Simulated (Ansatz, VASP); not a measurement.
WC in VASP and in Ansatz

The input INCAR:

```
SYSTEM = WC
PREC = Accurate ; ENCUT = 600
EDIFF = 1E-6 ; ISMEAR = 0
SIGMA = 0.1 ; LREAL = .False.
LASPH = .True. ; NELM = 100
ALGO = Normal ; ISIF = 3
LWAVE = .False. ; LCHARG = .False.
GGA = PE ; IBRION = 2
NSW = 90 ; EDIFFG = -0.04
```

Contents of KPOINTS:

```
Automatic mesh
0
Gamma
  6 6 2
  0 0 0
```

Contents of POSCAR:

```
WC
1.0
    3.3438990000      0.0000000000      0.0000000000
   -1.6719495000      2.8959014800      0.0000000000
    0.0000000000      0.0000000000     12.8147802400
W C
4 4
Direct
    0.6666666700      0.3333333300      0.8771510100
    0.3333333300      0.6666666700      0.1228489900
    0.3333333300      0.6666666700      0.3771510100
    0.6666666700      0.3333333300      0.6228489900
    0.0000000000      0.0000000000      0.0000000000
    0.0000000000      0.0000000000      0.5000000000
    0.6666666700      0.3333333300      0.2500000000
    0.3333333300      0.6666666700      0.7500000000
```

Input for Ansatz:

```yaml
crystal:
  lattice:
    - [3.343899, 0.0, 0.0]
    - [-1.6719495, 2.89590148, 0.0]
    - [0.0, 0.0, 12.81478024]
  atoms:
    - { symbol: W, position: [0.66666667, 0.33333333, 0.87715101] }
    - { symbol: W, position: [0.33333333, 0.66666667, 0.12284899] }
    - { symbol: W, position: [0.33333333, 0.66666667, 0.37715101] }
    - { symbol: W, position: [0.66666667, 0.33333333, 0.62284899] }
    - { symbol: C, position: [0.0, 0.0, 0.0] }
    - { symbol: C, position: [0.0, 0.0, 0.5] }
    - { symbol: C, position: [0.66666667, 0.33333333, 0.25] }
    - { symbol: C, position: [0.33333333, 0.66666667, 0.75] }
basis:
  ecutwfc: 420
kpoints:
  mp_grid: { grid: [6, 6, 2] }
hamiltonian:
  xc: pbe
scf:
  occupations: { method: gaussian, width: 0.1 }
  lower_state_search: "off"
output:
  forces: true
  stress: true
  eigenvalues: true
relax:
  adjacent_minimum: "off"
  f_tol: 0.04
  max_steps: 70
  cell: { stress_tol: 0.4 }
```

Alike in both runs: task relaxation of cell and atoms; functional PBE; k mesh 6 × 6 × 2; occupations gaussian, width 0.1 eV; no spin polarisation.

```csv
,VASP,Ansatz
version,VASP 6.6.1,Ansatz 0.2.0
potentials or method,"VASP PAW PBE potentials, release 64 (W_sv, C), cutoff 600 eV","scalar-relativistic, plane waves, PAW"
valence electrons in the cell,72,72
```

```tsv
	VASP	Ansatz	Ansatz less VASP
gap on the k mesh at the Fermi level, each at its own relaxed structure (eV)	none	none	-
relaxed volume (Å³/atom)	10.60	10.58	-0.019
relaxed cell length with the largest relative difference (Å)	11.079	11.059	-0.0203
```

A gap of «none» marks a metal or a gap that the smearing closes.

The k mesh is coarse, so the values compare programs but aren't converged. Spin-orbit coupling is off throughout. Noted on VASP's run: the volume moved by over 15 % at a fixed basis, so the end points are rough.
